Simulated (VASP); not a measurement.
Write the native input for VASP 6.6.1 that does the following.

* Task: single point
* Functional: PBE
* Potentials or basis: VASP PAW PBE potentials, release 64 (Ge_d)
* Cutoff: 520 eV
* k mesh: 14 × 14 × 14
* Occupations: gaussian, width 0.15 eV
* Spin: no spin polarisation
* Dipole correction: no
* Further INCAR settings: ALGO = Normal; EDIFF = 1e-06; NBANDS = 21

The structure of Ge lies in POSCAR:

```
Ge
1.0
    0.0000000000      2.8712015500      2.7863384500
    2.8712015500      0.0000000000      2.7863384500
    2.8712015500      2.8712015500      0.0000000000
Ge
2
Direct
    0.5000000000      0.5000000000      0.5000000000
    0.7500000000      0.7500000000      0.7500000000
```

This cell differs from its parent crystal: strain +0.015 along x and y, -0.015 along z.

These files were run (other wordings do the same):

INCAR

```
PREC = Accurate
ENCUT = 520
EDIFF = 1E-6
ISMEAR = 0
SIGMA = 0.15
LREAL = F
LASPH = T
NELM = 60
ALGO = Normal
ISIF = 2
LWAVE = F
LCHARG = F
GGA = PE
NBANDS = 21
```

KPOINTS

```
Automatic mesh
0
Gamma
  14 14 14
```

Potentials or basis: VASP PAW PBE potentials, release 64 (Ge_d).

The run is started by

```sh
$ cat potpaw_PBE.64/Ge_d/POTCAR > POTCAR
$ mpirun -np 1 vasp_std > vasp.out
```

Results of the run:

| Item | Value |
| --- | --- |
| Pressure | 2.5 GPa |
| Band gap on the k mesh | 0.17 eV (least direct gap 0.22 eV) |

Caveat: the cell differs from its parent crystal (strain +0.015 along x and y, -0.015 along z).

Wall time 79 s on 1 thread of Intel(R) Xeon(R) 6975P-C (Granite Rapids), with other jobs on the host, peak memory 0.3 GiB.
